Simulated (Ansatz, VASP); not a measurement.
# One calculation of Rh, two programs

INCAR

```
SYSTEM = Rh
PREC = Accurate ; ENCUT = 520
EDIFF = 1E-6 ; ISMEAR = -1
SIGMA = 0.1 ; LREAL = .False.
LASPH = .True. ; NELM = 60
ALGO = Normal ; ISIF = 2
LWAVE = .False. ; LCHARG = .True.
GGA = PE ; LELF = .True.
LVHAR = .True. ; NBANDS = 14
```

File KPOINTS:

```
Automatic mesh
0
Gamma
  14 14 14
  0 0 0
```

File POSCAR:

```
Rh
1.0
    2.5030136805      0.0000000000      0.0000000000
    0.0000000000      2.5030136805      0.0000000000
    0.0000000000      0.0000000000      2.5030136805
Rh
1
Direct
    0.0000000000      0.0000000000      0.0000000000
```

Input for Ansatz:

```yaml
crystal:
  lattice:
    - [2.5030136805, 0.0, 0.0]
    - [0.0, 2.5030136805, 0.0]
    - [0.0, 0.0, 2.5030136805]
  atoms:
    - { symbol: Rh, position: [0.0, 0.0, 0.0] }
hamiltonian:
  xc: pbe
  pseudopotentials:
    kind: paw
    azcp:
      Rh: "pseudopotentials/Rh.paw.azcp"
basis:
  ecutwfc: 420
  fft_grid_basis: typed
kpoints:
  mp_grid: { grid: [14, 14, 14], shift: [0, 0, 0] }
magnetization:
  spin_polarized: false
scf:
  occupations: { method: fermi_dirac, width: 0.1 }
  lower_state_search: "off"
output:
  stress: true
```

Alike in both runs: task single point; functional PBE; k mesh 14 × 14 × 14; occupations fermi-dirac, width 0.1 eV; no spin polarisation.

|  | VASP | Ansatz |
| --- | --- | --- |
| version | VASP 6.6.1 | Ansatz 0.2.0 |
| potentials or method | VASP PAW PBE potentials, release 64 (Rh_pv), cutoff 520 eV | plane waves (420 eV) with PAW, scalar-relativistic |
| valence electrons in the cell | 15 | 17 |

|  | VASP | Ansatz | Ansatz less VASP |
| --- | --- | --- | --- |
| pressure (GPa) | 8.1 | 8.1 | -0.06 |

With one functional, cell and mesh, what is left measures potentials, basis and numerics. VASP's potentials hold 15 valence electrons a cell and Ansatz's 17, so a difference there can come from the potentials and not from the codes.
